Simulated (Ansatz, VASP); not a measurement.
This is a calculation of Al2Cu for VASP 6.6.1.

INCAR

```
  ALGO = Fast
  EDIFF = 1E-6
  ENCUT = 520
  GGA = PS
  ISIF = 2
  ISMEAR = -1
  LASPH = True
  LCHARG = True
  LELF = True
  LREAL = False
  LVHAR = True
  LWAVE = False
  NBANDS = 16
  NELM = 60
  PREC = Accurate
  SIGMA = 0.05
```

Contents of KPOINTS:

```
k-points
0
Gamma
  5 5 8
```

File POSCAR:

```
Al2Cu
1.0
    4.2693892800      0.0000000000      0.0000000000
    0.0000000000      4.2693892800      0.0000000000
    0.0000000000      0.0000000000      2.8913130000
Cu Al
1 2
Direct
    0.0000000000      0.0000000000      0.0000000000
    0.0000000000      0.5000000000      0.5000000000
    0.5000000000      0.0000000000      0.5000000000
```

Potentials or basis: VASP PAW PBE potentials, release 64 (Cu, Al).

Run with:

```bash
$ cat potpaw_PBE.64/Cu/POTCAR potpaw_PBE.64/Al/POTCAR > POTCAR
$ mpirun -np 1 vasp_std > vasp.out
```

Question: Translate it to Ansatz 0.2.0. Potentials there: Ansatz PAW.

Answer: As run (the cutoff follows the program's own potentials):

File input.yaml:

```yaml
crystal:
  lattice:
    - [4.26938928, 0.0, 0.0]
    - [0.0, 4.26938928, 0.0]
    - [0.0, 0.0, 2.891313]
  atoms:
    - { symbol: Cu, position: [0.0, 0.0, 0.0] }
    - { symbol: Al, position: [0.0, 0.5, 0.5] }
    - { symbol: Al, position: [0.5, 0.0, 0.5] }
hamiltonian:
  xc: pbesol
  pseudopotentials: { kind: paw }
kpoints:
  mp_grid: { grid: [5, 5, 8] }
scf:
  occupations: { method: fermi_dirac, width: 0.05 }
output:
  forces: true
  stress: true
  eigenvalues: true
```

Potentials or basis: Ansatz PAW.

Command:

```sh
$ ansatz run input.yaml --threads 2 --pin off --max-ram 5632MiB --backend cpu --events-out ev --progress --plain --runs-dir out
```

Both were run:

|  | VASP | Ansatz | Ansatz less VASP |
| --- | --- | --- | --- |
| gap on the k mesh at the Fermi level (eV) | none | none | - |
| pressure (GPa) | -8.1 | -7.9 | +0.19 |
| traceless stress, the component that is largest in VASP (GPa) | -2.04 | -2.04 | -0.001 |

VASP's potentials were made for PBE, not for PBEsol. A gap of «none» marks a metal or a gap that the smearing closes. VASP's potentials hold 17 valence electrons a cell and Ansatz's 25, so a difference there can come from the potentials and not from the codes.
